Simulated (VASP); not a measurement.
Crystal: Bi2O.

```
Bi O
1.0
    -2.77521    2.77521    2.46962
     2.77521   -2.77521    2.46962
     2.77521    2.77521   -2.46962
Bi O
2 1
Direct
  0.50000 0.00000 0.50000
  0.00000 0.50000 0.50000
  0.00000 0.00000 0.00000
```

| Item | Value |
| --- | --- |
| Program | VASP 6.6.1 |
| Task | relaxation of cell and atoms |
| Functional | PBE |
| Potentials or basis | VASP PAW PBE potentials, release 64 (Bi_d, O) |
| Cutoff | 600 eV |
| k mesh | 6 × 6 × 6 |
| Occupations | gaussian, width 0.1 eV |
| Spin | no spin polarisation |

At the start: pressure 15.7 GPa; volume 25.36 Å³/atom.

Where does the relaxation end?

Over 7 steps the energy falls by 1618.1 meV/atom and the volume is 25.01 Å³/atom (-1.4 %); space group I4/mmm (No. 139, to 0.05 Å).

The path:
| step | energy change (eV) | largest force (eV/Å) | pressure (GPa) | volume (Å³) |
| --- | --- | --- | --- | --- |
| 1 | 0.0000 | 0.0000 | 15.67 | 76.08 |
| 2 | -3.8694 | 0.0000 | -10.76 | 98.04 |
| 3 | -4.1316 | 0.0000 | -9.26 | 91.09 |
| 4 | -4.7638 | 0.0000 | 3.52 | 73.20 |
| 5 | -4.8368 | 0.0000 | -1.01 | 76.77 |
| 6 | -4.8533 | 0.0000 | -0.22 | 75.41 |
| 7 | -4.8542 | 0.0000 | 0.02 | 75.03 |

Final structure:
```xyz
3
Lattice="-2.4136 2.4136 3.2198 2.4136 -2.4136 3.2198 2.4136 2.4136 -3.2198" Properties=species:S:1:pos:R:3 pbc="T T T"
Bi    0.0000    2.4136    0.0000
Bi    2.4136    0.0000    0.0000
O     0.0000    0.0000    0.0000
```
